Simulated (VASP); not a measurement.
# BaTiO3 (Amm2) in VASP: further runs, part 2 of 2

VASP 6.6.1. The steps go on from the part before.

## 5. Single point, PBEsol (equal xx and yy strain of +2 %)

INCAR reads:

```
PREC = Accurate
ENCUT = 520
EDIFF = 1E-6
ISMEAR = -1
SIGMA = 0.05
LREAL = False
LASPH = True
NELM = 60
ALGO = Normal
ISIF = 2
LWAVE = False
LCHARG = True
GGA = PS
LELF = True
LVHAR = True
NBANDS = 28
```

KPOINTS reads:

```
Automatic mesh
0
Gamma
  8 8 8
```

POSCAR reads:

```
BaTiO3
1.0
    4.0637820000      0.0000000000      0.0000000000
    0.0000000000      2.8937910000      2.8458000000
    0.0000000000     -2.8937910000      2.8458000000
Ba Ti O
1 1 3
Direct
    0.0000000000      0.0000000000      0.0000000000
    0.5000000000      0.5079000000      0.5079000000
    0.0000000000      0.4921000000      0.4921000000
    0.5000000000      0.5025100000      0.9937100000
    0.5000000000      0.9937100000      0.5025100000
```

Potentials or basis: VASP PAW PBE potentials, release 64 (Ba_sv, Ti_sv, O).

Launch:

```
> cat potpaw_PBE.64/Ba_sv/POTCAR potpaw_PBE.64/Ti_sv/POTCAR potpaw_PBE.64/O/POTCAR > POTCAR
> mpirun -np 1 vasp_std > vasp.out
```

OUTCAR:

```text
PREC = Accurate
   ENCUT = 520
   EDIFF = 1E-6
   ISMEAR = -1
   LREAL = False
   LASPH = True
   NELM = 60
   ISIF = 2
   GGA = PS

 ion  position               nearest neighbor table
   1  0.000  0.000  0.000-   3 2.80   4 2.86   5 2.86   4 2.86   5 2.86   4 2.88   5 2.88   5 2.88
                             4 2.88   3 2.89   3 2.89   3 2.89   2 3.46   2 3.46   2 3.53   2 3.53
   2  0.500  0.508  0.508-   4 1.97   5 1.97   3 2.03   3 2.03   5 2.09   4 2.09   1 3.46   1 3.46
                             1 3.53   1 3.53   1 3.54   1 3.54   1 3.54   1 3.54
   3  0.000  0.492  0.492-   2 2.03   2 2.03   1 2.80   1 2.89   1 2.89   1 2.89
   4  0.500  0.503  0.994-   2 1.97   2 2.09   1 2.86   1 2.86   1 2.88   1 2.88
   5  0.500  0.994  0.503-   2 1.97   2 2.09   1 2.86   1 2.86   1 2.88   1 2.88

  LATTYP: Found a base centered orthorhombic cell.
 ALAT       =     5.6916000000
 B/A-ratio  =     1.0168637993
 C/A-ratio  =     0.7139964158

  Lattice vectors:

 A1 = (   0.0000000000,   2.8937910000,   2.8458000000)
 A2 = (   0.0000000000,  -2.8937910000,   2.8458000000)
 A3 = (   4.0637820000,   0.0000000000,   0.0000000000)

Analysis of symmetry for initial positions (statically):
[... 175 lines left out ...]

  energy without entropy =      -41.88177505  energy(sigma->0) =      -41.88177505

 E-fermi :   4.2291     XC(G=0): -11.2903

 val. band max:        3.3741382552   @ k =   0.5000   0.5000   0.5000
 cond. band min:       5.0623000264   @ k =   0.0000   0.0000   0.0000
 fundamental gap:      1.6881617712
 Fermi energy:         4.2291022360

 k-point     1 :       0.0000    0.0000    0.0000
  band No.  band energies     occupation
      1     -53.1445      2.00000
      2     -29.4601      2.00000
      3     -29.4452      2.00000
      4     -29.4449      2.00000
      5     -21.5007      2.00000
      6     -13.3498      2.00000
[... 733 lines left out ...]
     27      11.1054      0.00000
     28      12.6419      0.00000

 [... further k-points ...]
[... 5 lines left out ...]
  --------------------------------------------------------------------------------------
  -------------------------------------------------------------------------------------
  Total       -3.7600942     -4.2672688     -2.6662174      0.0000000      0.0000000      0.0000000
  in kB      -90.0072247   -102.1477141    -63.8225577      0.0000000      0.0000000      0.0000000
  external PRESSURE =     -85.3258322 kB  Pullay stress =       0.0000000 kB

 VOLUME and BASIS-vectors are now :
 -----------------------------------------------------------------------------
  energy-cutoff  :      520.00
  volume of cell :       66.93
      direct lattice vectors                 reciprocal lattice vectors
     4.063782000  0.000000000  0.000000000     0.246076192  0.000000000  0.000000000
     0.000000000  2.893791000  2.845800000     0.000000000  0.172783729  0.175697519
     0.000000000 -2.893791000  2.845800000     0.000000000 -0.172783729  0.175697519

 POSITION                                       TOTAL-FORCE (eV/Angst)
 -----------------------------------------------------------------------------------
      0.00000      0.00000      0.00000         0.000000      0.000000      0.074539
      2.03189      0.00000      2.89076         0.000000      0.000000      0.292568
      0.00000      0.00000      2.80084         0.000000      0.000000      0.130132
      2.03189     -1.42143      4.25794         0.000000      0.114995     -0.248619
      2.03189      1.42143      4.25794         0.000000     -0.114995     -0.248619
 -----------------------------------------------------------------------------------
    total drift:                                0.000000     -0.000000      0.000394

  FREE ENERGIE OF THE ION-ELECTRON SYSTEM (eV)
  ---------------------------------------------------
  free  energy   TOTEN  =       -41.8817750520 eV

  energy  without entropy=      -41.8817750486  energy(sigma->0) =      -41.88177505
```

stdout:

```text
POSCAR found type information on POSCAR BaTiO
 POSCAR found :  3 types and       5 ions
 scaLAPACK will be used
 -----------------------------------------------------------------------------
|                                                                             |
|                                                                             |
|     You enforced a specific xc type in the INCAR file but a different       |
|     I HOPE YOU KNOW WHAT YOU ARE DOING!                                     |
|                                                                             |
 -----------------------------------------------------------------------------

 LDA part: xc-table for (Slater+PW92), standard interpolation
 POSCAR, INCAR and KPOINTS ok, starting setup
 FFT: planning ... GRIDC
 FFT: planning ... GRID_SOFT
 FFT: planning ... GRID
 WAVECAR not read
 entering main loop
```

Wall time 4.7 min (1 thread of AMD EPYC 7R43 (Zen 3), shared host); peak memory 0.27 GiB.

Results:

```
Free energy            : -41.8818 eV
Pressure               : -8.5 GPa
Largest force          : 0.293 eV/Å
Band gap on the k mesh : 1.69 eV, indirect (least direct gap 1.88 eV)
```

Forces on the atoms (eV/Å):
```
Ba   0.000  0.000  0.075
Ti   0.000  0.000  0.293
O    0.000  0.000  0.130
O    0.000  0.115 -0.249
O    0.000 -0.115 -0.249
```

Caveat: the cell differs from its parent crystal (equal xx and yy strain of +2 %); the PAW data sets were made with another functional, which shifts forces and pressure a little; spin-orbit coupling is left out, which moves the levels of the heavy elements.

## 6. Summary

```csv
cell,gap on the mesh (eV),pressure (GPa),largest force (eV/Å)
"a = 4.010, b = 4.045, c = 4.045 Å, angles 89.8, 90.0, 90.0°, 5 atoms",1.71,-5.7,0.27
"a = 4.062, b = 4.097, c = 4.097 Å, angles 89.8, 90.0, 90.0°, 5 atoms",1.63,-11.0,0.39
"a = 3.944, b = 3.998, c = 3.998 Å, angles 89.2, 90.0, 90.0°, 5 atoms",1.76,1.0,0.17
"a = 4.064, b = 4.059, c = 4.059 Å, angles 91.0, 90.0, 90.0°, 5 atoms",1.69,-8.5,0.29
```

Alike in all rows: task single point; level PBEsol; potentials or basis VASP PAW PBE potentials, release 64 (Ba_sv, Ti_sv, O); no spin polarisation; k mesh 8 × 8 × 8; cutoff (eV) 520; smearing fermi-dirac 0.05 eV.

Caveats: the PAW data sets were made with another functional, which shifts forces and pressure a little; spin-orbit coupling is left out, which moves the levels of the heavy elements.

Absolute energies hang on the potentials; compare differences alone.
